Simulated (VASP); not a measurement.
# Si3B (Pm-3m) in VASP: single point with PBE

Aim: the single point of Si3B with PBE.

Program: VASP 6.6.1. These are calculated values, not measurements. Logs are shortened: lines on timing, memory, paths and dates and some standing lists are left out, and cuts for length are marked.

## 1. The cell of the first run

The structure is cubic, space group Pm-3m (No. 221). Conventional cell: a = 7.289 Å, b = 7.289 Å, c = 7.289 Å, α = 90.00°, β = 90.00°, γ = 90.00°. Within 2.6 Å of Si (site symmetry 4mm) lie 1 B at 1.96 Å. Within 2.6 Å of B (site symmetry m-3m) lie 6 Si at 1.96 Å.

## 2. Single point, PBE

POSCAR reads:

```
Si3B
1.0
    7.2894062713      0.0000000000      0.0000000000
    0.0000000000      7.2894062713      0.0000000000
    0.0000000000      0.0000000000      7.2894062713
Si B
6 2
Direct
    0.2686222452      0.0000000000      0.0000000000
    0.7313777548      0.0000000000      0.0000000000
    0.0000000000      0.2686222452      0.0000000000
    0.0000000000      0.7313777548      0.0000000000
    0.0000000000      0.0000000000      0.2686222452
    0.0000000000      0.0000000000      0.7313777548
    0.0000000000      0.0000000000      0.0000000000
    0.5000000000      0.5000000000      0.5000000000
```

INCAR.step1 reads:

```
  PREC = Accurate
  ENCUT = 520
  EDIFF = 1E-7
  ISMEAR = 0
  SIGMA = 0.1
  LREAL = False
  LASPH = True
  NELM = 80
  ALGO = Normal
  ISIF = 2
  LWAVE = False
  LCHARG = True
  GGA = PE
  NBANDS = 25
```

KPOINTS.step1 reads:

```
regular mesh
0
Gamma
  6 6 6
```

INCAR.step2 reads:

```
  PREC = Accurate
  ENCUT = 520
  EDIFF = 1E-7
  ISMEAR = -5
  SIGMA = 0.1
  LREAL = False
  LASPH = True
  NELM = 80
  ALGO = Normal
  ISIF = 2
  LWAVE = False
  LCHARG = False
  GGA = PE
  LORBIT = 11
  NBANDS = 25
  NEDOS = 1001
  ICHARG = 11
```

KPOINTS.step2 reads:

```
regular mesh
0
Gamma
  9 9 9
```

Potentials or basis: VASP PAW PBE potentials, release 64 (Si, B).

On the command line:

```sh
$ cat potpaw_PBE.64/Si/POTCAR potpaw_PBE.64/B/POTCAR > POTCAR
$ cp INCAR.step1 INCAR
$ cp KPOINTS.step1 KPOINTS
$ mpirun -np 1 vasp_std > vasp.out
$ cp INCAR.step2 INCAR
$ cp KPOINTS.step2 KPOINTS
$ mpirun -np 1 vasp_std > vasp.out
```

OUTCAR:

```text
PREC = Accurate
   ENCUT = 520
   EDIFF = 1E-7
   ISMEAR = -5
   LREAL = False
   LASPH = True
   NELM = 80
   ISIF = 2
   GGA = PE
   LORBIT = 11
   ICHARG = 11

 ion  position               nearest neighbor table
   1  0.269  0.000  0.000-   7 1.96   4 2.77   5 2.77   6 2.77   3 2.77
   2  0.731  0.000  0.000-   7 1.96   4 2.77   5 2.77   6 2.77   3 2.77
   3  0.000  0.269  0.000-   7 1.96   2 2.77   5 2.77   6 2.77   1 2.77
   4  0.000  0.731  0.000-   7 1.96   2 2.77   5 2.77   6 2.77   1 2.77
   5  0.000  0.000  0.269-   7 1.96   2 2.77   3 2.77   4 2.77   1 2.77
   6  0.000  0.000  0.731-   7 1.96   2 2.77   3 2.77   4 2.77   1 2.77
   7  0.000  0.000  0.000-   1 1.96   2 1.96   3 1.96   4 1.96   5 1.96   6 1.96
   8  0.500  0.500  0.500-

  LATTYP: Found a simple cubic cell.
 ALAT       =     7.2894062713

  Lattice vectors:

 A1 = (   7.2894062713,   0.0000000000,   0.0000000000)
 A2 = (   0.0000000000,   7.2894062713,   0.0000000000)
 A3 = (   0.0000000000,   0.0000000000,   7.2894062713)

Analysis of symmetry for initial positions (statically):
=====================================================================
 Subroutine PRICEL returns:
 Original cell was already a primitive cell.

 Routine SETGRP: Setting up the symmetry group for a
 simple cubic supercell.

 Subroutine GETGRP returns: Found 48 space group operations
 (whereof 48 operations were pure point group operations)
 out of a pool of 48 trial point group operations.

The static configuration has the point symmetry O_h .

Analysis of symmetry for dynamics (positions and initial velocities):
=====================================================================
 Subroutine PRICEL returns:
 Original cell was already a primitive cell.

 Routine SETGRP: Setting up the symmetry group for a
 simple cubic supercell.

 Subroutine GETGRP returns: Found 48 space group operations
 (whereof 48 operations were pure point group operations)
 out of a pool of 48 trial point group operations.

The dynamic configuration has the point symmetry O_h .

 Subroutine INISYM returns: Found 48 space group operations
 (whereof 48 operations are pure point group operations),
 and found     1 'primitive' translations

----------------------------------------------------------------------------------------

                                     Primitive cell

  volume of cell :     387.3258

  direct lattice vectors                    reciprocal lattice vectors
     7.289406271  0.000000000  0.000000000     0.137185384  0.000000000  0.000000000
     0.000000000  7.289406271  0.000000000     0.000000000  0.137185384  0.000000000
     0.000000000  0.000000000  7.289406271     0.000000000  0.000000000  0.137185384

  length of vectors
     7.289406271  7.289406271  7.289406271     0.137185384  0.137185384  0.137185384

  position of ions in fractional coordinates (direct lattice)
     0.268622245  0.000000000  0.000000000
     0.731377755  0.000000000  0.000000000
     0.000000000  0.268622245  0.000000000
     0.000000000  0.731377755  0.000000000
     0.000000000  0.000000000  0.268622245
     0.000000000  0.000000000  0.731377755
     0.000000000  0.000000000  0.000000000
     0.500000000  0.500000000  0.500000000

  ion indices of the primitive-cell ions
   primitive index   ion index
                 1           1
                 2           2
                 3           3
                 4           4
                 5           5
                 6           6
                 7           7
                 8           8

----------------------------------------------------------------------------------------

 KPOINTS: regular mesh

Automatic generation of k-mesh.
 Grid dimensions read from file:
 generate k-points for:    9    9    9

 Generating k-lattice:

  Cartesian coordinates                     Fractional coordinates (reciprocal lattice)
     0.015242820  0.000000000  0.000000000     0.111111111  0.000000000  0.000000000
     0.000000000  0.015242820  0.000000000     0.000000000  0.111111111  0.000000000
     0.000000000  0.000000000  0.015242820     0.000000000  0.000000000  0.111111111

  Length of vectors
     0.015242820  0.015242820  0.015242820

  Shift w.r.t. Gamma in fractional coordinates (k-lattice)
     0.000000000  0.000000000  0.000000000

 TETIRR: Found    353 inequivalent tetrahedra from     4374

 Subroutine IBZKPT returns following result:
 ===========================================

 Found     35 irreducible k-points:

 Following reciprocal coordinates:
            Coordinates               Weight
  0.000000  0.000000  0.000000      1.000000
  0.111111  0.000000  0.000000      6.000000
  0.222222  0.000000  0.000000      6.000000
  0.333333  0.000000  0.000000      6.000000
  0.444444  0.000000  0.000000      6.000000
  0.111111  0.111111  0.000000     12.000000
[... 16 lines left out ...]
  0.333333  0.333333  0.111111     24.000000
  0.444444  0.333333  0.111111     48.000000
 [... further k-points ...]
   k-points           NKPTS =     35   k-points in BZ     NKDIM =     35   number of bands    NBANDS=     25
   number of dos      NEDOS =   1001   number of ions     NIONS =      8
   total plane-waves  NPLWV = 157464
   dimension x,y,z NGX =    54 NGY =   54 NGZ =   54
   dimension x,y,z NGXF=   108 NGYF=  108 NGZF=  108
   ions per type =               6   2
   NGX,Y,Z   is equivalent  to a cutoff of  12.32, 12.32, 12.32 a.u.
   NGXF,Y,Z  is equivalent  to a cutoff of  24.63, 24.63, 24.63 a.u.
 SYSTEM =  unknown system
   PREC   = accura    normal or accurate (medium, high low for compatibility)
   ISTART =      0    job   : 0-new  1-cont  2-samecut
   ICHARG =     11    charge: 1-file 2-atom 10-const
   ISPIN  =      1    spin polarized calculation?
   LNONCOLLINEAR =      F non collinear calculations
   LSORBIT =      F    spin-orbit coupling
   LASPH  =      T    aspherical Exc in radial PAW
   ENCUT  =  520.0 eV  38.22 Ry    6.18 a.u.  13.55 13.55 13.55*2*pi/ulx,y,z
   NELM   =     80;   NELMIN=  2; NELMDL=  0     # of ELM steps
   EDIFF  = 0.1E-06   stopping-criterion for ELM
   LREAL  =      F    real-space projection
   EDIFFG = 0.1E-05   stopping-criterion for IOM
   NSW    =      0    number of steps for IOM
   IBRION =     -1    ionic relax: 0-MD 1-quasi-New 2-CG
   NFREE  =      0    steps in history (QN), initial steepest desc. (CG)
   ISIF   =      2    stress and relaxation
   ISYM   =      2    0-nonsym 1-usesym 2-fastsym
   POTIM  = 0.5000    time-step for ionic-motion
   TEBEG  =    0.0;   TEEND  =   0.0 temperature during run
   PSTRESS=    0.0 pullay stress
   NELECT =      30.0000    total number of electrons
   NUPDOWN=      -1.0000    fix difference up-down
   EMIN   =  10.00;   EMAX   =-10.00  energy-range for DOS
   EFERMI =   0.00;   METHOD = LEGACY
   ISMEAR =    -5;   SIGMA  =   0.10  broadening in eV -4-tet -1-fermi 0-gaus
   EFERMI_NEDOS =   21; number of points for ismear=-14 and -15
   IALGO  =     38    algorithm
   IMIX   =      4    mixing-type and parameters
     AMIX     =   0.40;   BMIX     =  1.00
     AMIX_MAG =   1.60;   BMIX_MAG =  1.00
  volume/ion in A,a.u.               =      48.42       326.73
  Fermi-wavevector in a.u.,A,eV,Ry     =   0.697841  1.318728  6.625792  0.486982
  Thomas-Fermi vector in A             =   1.781280
   LORBIT       =     11    0 simple, 1 ext, 2 COOP (PROOUT), +10 PAW based schemes
   GGA     = PE    functional components
   LHFCALC =     F    Hartree Fock is set to
   AEXX    =    0.0000 exact exchange contribution
   IVDW    =     0    specifies the selected vdW correction
   LEPSILON=     F    determine dielectric tensor
   LRPA    =     F    only Hartree local field effects (RPA)
 non-spin polarized calculation
 Fermi weights with tetrahedron method with Bloechl corrections
  energy-cutoff  :      520.00
  volume of cell :      387.33
 maximum number of plane-waves:     10471
 NGX is ok and might be reduce to    54

 number of electron      30.0000006 magnetization

 Free energy of the ion-electron system (eV)
  ---------------------------------------------------
  ext. energy  EPLUGINS =         0.00000000
  ---------------------------------------------------
  free energy    TOTEN  =       -30.45072558 eV

  energy without entropy =      -30.45072558  energy(sigma->0) =      -30.45072558

 E-fermi :   0.0271     XC(G=0):  -5.4725

 val. band max:        0.0405878739   @ k =   0.4444   0.1111   0.1111
 cond. band min:       0.0206954822   @ k =   0.1111   0.1111   0.0000
 fundamental gap:     -0.0198923918
 Fermi energy:         0.0270726509

 k-point     1 :       0.0000    0.0000    0.0000
  band No.  band energies     occupation
      1     -13.6747      2.00000
      2      -9.2977      2.00000
      3      -9.2977      2.00000
      4      -9.2977      2.00000
      5      -6.1506      2.00000
      6      -6.1506      2.00000
[... 17 lines left out ...]
     24       1.4814      0.00000
     25       1.4814      0.00000

 k-point     2 :       0.1111    0.0000    0.0000
  band No.  band energies     occupation
      1     -13.6734      2.00000
      2      -9.3199      2.00000
      3      -9.2973      2.00000
      4      -9.2973      2.00000
      5      -6.1502      2.00000
      6      -6.0900      2.00000
[... 17 lines left out ...]
     24       1.4820      0.00000
     25       1.6745      0.00000
[... 586 lines left out ...]
     24       2.0587      0.00000
     25       2.8758      0.00000

 k-point    24 :       0.4444    0.3333    0.1111
  band No.  band energies     occupation
      1     -13.6540      2.00000
      2      -9.4643      2.00000
      3      -9.4278      2.00000
      4      -9.3145      2.00000
      5      -5.9174      2.00000
      6      -5.6115      2.00000
[... 17 lines left out ...]
     24       2.0768      0.00000
     25       2.6585      0.00000

 [... further k-points ...]

------------------------ aborting loop because EDIFF is reached ----------------------------------------

  FORCE on cell =-STRESS in cart. coord.  units (eV):
  Direction    XX          YY          ZZ          XY          YZ          ZX
  --------------------------------------------------------------------------------------
  -------------------------------------------------------------------------------------
  Total       -0.1526683     -0.1526683     -0.1526683      0.0000000      0.0000000      0.0000000
  in kB       -0.6315138     -0.6315138     -0.6315138      0.0000000      0.0000000      0.0000000
  external PRESSURE =      -0.6315138 kB  Pullay stress =       0.0000000 kB

 VOLUME and BASIS-vectors are now :
 -----------------------------------------------------------------------------
  energy-cutoff  :      520.00
  volume of cell :      387.33
      direct lattice vectors                 reciprocal lattice vectors
     7.289406271  0.000000000  0.000000000     0.137185384  0.000000000  0.000000000
     0.000000000  7.289406271  0.000000000     0.000000000  0.137185384  0.000000000
     0.000000000  0.000000000  7.289406271     0.000000000  0.000000000  0.137185384

 POSITION                                       TOTAL-FORCE (eV/Angst)
 -----------------------------------------------------------------------------------
      1.95810      0.00000      0.00000        -0.006104      0.000000     -0.000000
      5.33131      0.00000      0.00000         0.006104     -0.000000      0.000000
      0.00000      1.95810      0.00000        -0.000000     -0.006104      0.000000
      0.00000      5.33131      0.00000        -0.000000      0.006104     -0.000000
      0.00000      0.00000      1.95810        -0.000000      0.000000     -0.006104
      0.00000      0.00000      5.33131        -0.000000     -0.000000      0.006104
      0.00000      0.00000      0.00000        -0.000000      0.000000      0.000000
      3.64470      3.64470      3.64470        -0.000000      0.000000      0.000000
 -----------------------------------------------------------------------------------
    total drift:                                0.000000     -0.000000     -0.000000

  FREE ENERGIE OF THE ION-ELECTRON SYSTEM (eV)
  ---------------------------------------------------
  free  energy   TOTEN  =       -30.4507255811 eV

  energy  without entropy=      -30.4507255811  energy(sigma->0) =      -30.45072558

 total charge

# of ion       s       p       d       tot
------------------------------------------
    1        0.909   0.660   0.000   1.569
    2        0.909   0.660   0.000   1.569
    3        0.909   0.660   0.000   1.569
    4        0.909   0.660   0.000   1.569
    5        0.909   0.660   0.000   1.569
    6        0.909   0.660   0.000   1.569
    7        0.763   1.476   0.000   2.239
    8        0.951   0.360   0.000   1.310
--------------------------------------------------
tot          7.166   5.798   0.000  12.963
```

It took 9.2 min on 1 thread of Intel Xeon 6975P-C (Granite Rapids), shared host; peak memory 0.53 GiB.

Results:

```yaml
Valence_electrons_inside_the_program's_atomic_spheres: Si 1.57; B 2.24, 1.31
```

Levels at points of the mesh, in eV from the Fermi level:
```csv
k point,band 11,band 12,band 13,band 14,band 15,band 16,band 17,band 18,band 19,band 20
"(0.00, 0.00, 0.00)",-2.80,-1.73,-1.73,-1.73,-0.08,-0.08,-0.08,0.15,0.15,0.15
```
